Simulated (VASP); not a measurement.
Runs of VASP 6.6.1 on BeTe. The structure is that of space group P6_3/mmc (No. 194), or close to it. The cells are those of the table. 

```tsv
task	level	cell	k mesh	cutoff (eV)	grid for exact exchange (PRECFOCK)	screening parameter	gap on the mesh (eV)	pressure (GPa)
relaxation of cell and atoms	PBE	relaxed from a = 3.458, b = 3.458, c = 5.637 Å, angles 90.0, 90.0, 120.0°, 4 atoms	12 × 12 × 4	600	-	-	none	0.0
single point	PBE	a = 3.864, b = 3.864, c = 6.003 Å, angles 90.0, 90.0, 120.0°, 4 atoms	12 × 12 × 4	520	-	-	none	-0.1
single point	HSE06	a = 3.864, b = 3.864, c = 6.003 Å, angles 90.0, 90.0, 120.0°, 4 atoms	6 × 6 × 4	520	Normal	0.2079 1/Å	none	-1.5
single point	PBE	a = 3.861, b = 3.861, c = 5.990 Å, angles 90.0, 90.0, 120.0°, 4 atoms	12 × 12 × 4	520	-	-	none	(a)
```

Alike in all rows: potentials or basis VASP PAW PBE potentials, release 64 (Be, Te); no spin polarisation; smearing fermi-dirac 0.02 eV.

Problem. Fill in the values left out.

Solution. (a) 0.1.

Caveats: spin-orbit coupling is left out, which moves the levels of the heavy elements; the PAW data sets were made with another functional, which shifts forces and pressure a little (some runs).

A k mesh can miss the band edges, and the runs leave out spin-orbit coupling on Te.

A gap of «none» marks levels without a gap at the run's occupations.
